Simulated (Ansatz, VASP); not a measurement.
# One calculation of TiO2, two programs

```
Ti O
1.0
     4.54535    0.00000    0.00000
     0.00000    5.51962    0.00000
     0.00000    0.00000    4.90920
Ti O
4 8
Direct
  0.00000 0.17299 0.75000
  0.50000 0.32701 0.25000
  0.00000 0.82701 0.25000
  0.50000 0.67299 0.75000
  0.27145 0.38172 0.91865
  0.77145 0.11828 0.08135
  0.22855 0.11828 0.41865
  0.72855 0.38172 0.58135
  0.27145 0.61828 0.41865
  0.77145 0.88172 0.58135
  0.22855 0.88172 0.91865
  0.72855 0.61828 0.08135
```

Alike in both runs: task relaxation of cell and atoms; functional PBE; k mesh 6 × 5 × 6; occupations fermi-dirac, width 0.05 eV; no spin polarisation.

|  | VASP | Ansatz |
| --- | --- | --- |
| version | VASP 6.6.1 | Ansatz 0.2.0 |
| potentials or method | VASP PAW PBE potentials, release 64 (Ti_sv, O) | Ansatz PAW |
| plane-wave cutoff (eV) | 600 | 420 |
| valence electrons in the cell | 96 | 96 |

```tsv
	VASP	Ansatz	Ansatz less VASP
gap on the k mesh at the Fermi level, each at its own relaxed structure (eV)	2.58	2.62	+0.043
relaxed volume (Å³/atom)	10.49	10.47	-0.016
relaxed cell length with the largest relative difference (Å)	4.930	4.923	-0.0068
```

Noted on Ansatz's run: odd divisions of the mesh miss points on the zone boundary, where band edges often lie, so the gap on the mesh can be too wide; the plane-wave basis is chosen anew once the cell has moved, so the energies of steps on either side of that aren't comparable.
